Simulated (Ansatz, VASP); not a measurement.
## Two plane-wave programs on TaN

```
CELL_PARAMETERS angstrom
0.00000 2.26124 2.17427
2.26124 0.00000 2.17427
2.26124 2.26124 0.00000
ATOMIC_POSITIONS crystal
Ta 0.50000 0.50000 0.50000
N 0.00000 0.00000 0.00000
```

Change from the starting cell: mode 4 frozen in at +0.000 Å, equal normal strain along x and y +0.0400.

Alike in both runs: task single point; functional LDA; k mesh 18 × 18 × 18; occupations gaussian, width 0.15 eV; no spin polarisation.

|  | VASP | Ansatz |
| --- | --- | --- |
| version | VASP 6.6.1 | Ansatz 0.2.0 |
| potentials or method | VASP PAW LDA potentials, release 64 (Ta_pv, N), cutoff 520 eV | scalar-relativistic, plane waves, PAW |
| valence electrons in the cell | 16 | 18 |

```csv
,VASP,Ansatz,Ansatz less VASP
gap on the k mesh at the Fermi level (eV),none,none,-
pressure (GPa),-22.2,-23.7,-1.52
"traceless stress, the component that is largest in VASP (GPa)",13.02,12.78,-0.238
```

LDA's correlation is that of Perdew and Zunger in VASP and of Perdew and Wang (1992) in Ansatz. A gap of «none» marks a metal or a gap that the smearing closes. VASP's potentials hold 16 valence electrons a cell and Ansatz's 18, so a difference there can come from the potentials and not from the codes.

Spin-orbit coupling is off throughout.
